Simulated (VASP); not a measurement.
Set up this calculation in VASP 6.6.1, as the native input.

- Task: single point
- Functional: PBEsol
- Potentials or basis: VASP PAW PBE potentials, release 64 (Cd, Te)
- Cutoff: 520 eV
- k mesh: 6 × 6 × 6
- Occupations: gaussian, width 0.01 eV
- Spin: no spin polarisation
- Dipole correction: no
- Further INCAR settings: ALGO = Normal; EDIFF = 1e-06; NBANDS = 16

The structure of CdTe lies in POSCAR:

```
CdTe
1.0
    4.5325540000      0.0000000000      0.0000000000
    2.2662770000      3.9253069080      0.0000000000
    2.2662770000      1.3084356360      3.7008148439
Cd Te
1 1
Direct
    0.0000000000      0.0000000000      0.0000000000
    0.2500000000      0.2500000000      0.2500000000
```

The input as run:

INCAR

```
  PREC = Accurate
  ENCUT = 520
  EDIFF = 1E-6
  ISMEAR = 0
  SIGMA = 0.01
  LREAL = F
  LASPH = T
  NELM = 100
  ALGO = Normal
  ISIF = 2
  LWAVE = F
  LCHARG = F
  GGA = PS
  NBANDS = 16
```

KPOINTS

```
Automatic mesh
0
Gamma
  6 6 6
```

Potentials or basis: VASP PAW PBE potentials, release 64 (Cd, Te).

Run with:

```console
$ cat potpaw_PBE.64/Cd/POTCAR potpaw_PBE.64/Te/POTCAR > POTCAR
$ mpirun -np 1 vasp_std > vasp.out
```

Results of the run:

| Quantity | Value |
| --- | --- |
| Pressure | 1.9 GPa |
| Band gap on the k mesh | 0.76 eV, direct |

Caveat: the PAW data sets were made with another functional, which shifts forces and pressure a little; spin-orbit coupling is left out, which moves the levels of the heavy elements.

Run time: 16 s on 1 thread of Intel(R) Xeon(R) Platinum 8488C (Sapphire Rapids), with other jobs on the host, peak memory 0.21 GiB.
